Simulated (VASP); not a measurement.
**Si: single point with r2SCAN**

The system is Si.

```xyz
4
Lattice="-3.3254 3.3254 1.9224 3.3254 -3.3254 1.9224 3.3254 3.3254 -1.9224" Properties=species:S:1:pos:R:3 pbc="T T T"
Si    1.1892    1.1892    0.0000
Si    2.1363    2.1363    1.9224
Si    2.1363   -2.1363    1.9224
Si   -2.1363    2.1363    1.9224
```

| Item | Value |
| --- | --- |
| Program | VASP 6.6.1 |
| Task | single point |
| Functional | r2SCAN |
| Potentials or basis | VASP PAW PBE potentials, release 64 (Si) |
| Cutoff | 520 eV |
| k mesh | 6 × 6 × 6 |
| Occupations | gaussian, width 0.1 eV |
| Spin | no spin polarisation |
| Dipole correction | no |
| Further INCAR settings | ALGO = Normal; EDIFF = 1e-07; NBANDS = 16 |

```
Pressure               : -0.1 GPa
Band gap on the k mesh : 0.41 eV (least direct gap 0.59 eV)
```

Forces in eV/Å, atoms in the order of the input:
```
Si   0.002  0.002  0.000
Si  -0.002 -0.002  0.000
Si  -0.002  0.002  0.000
Si   0.002 -0.002  0.000
```

Levels at points of the mesh, in eV from the valence-band top:
| k point | band 5 | band 6 | band 7 | band 8 | band 9 | band 10 | band 11 | band 12 |
| --- | --- | --- | --- | --- | --- | --- | --- | --- |
| (0.00, 0.00, 0.00) | -3.95 | -1.59 | -1.59 | -0.60 | 1.57 | 1.87 | 1.87 | 2.53 |
| (0.50, 0.00, 0.00) | -4.57 | -3.62 | -2.52 | -1.52 | 1.03 | 2.68 | 3.30 | 3.77 |
| (0.50, 0.50, 0.00) | -3.00 | -2.12 | -1.95 | -1.73 | 1.89 | 2.15 | 2.17 | 4.35 |
| (0.50, 0.50, 0.50) | -3.11 | -0.25 | 0.00 | 0.00 | 0.59 | 3.76 | 3.82 | 4.29 |

Wall time 3.3 min on 1 thread of Intel(R) Xeon(R) Platinum 8259CL CPU @ 2.50GHz (Skylake/Cascade Lake), on a shared host, peak memory 0.25 GiB.

Caveat: the PAW data sets were made with another functional, which shifts forces and pressure a little. A k mesh can miss the band edges.
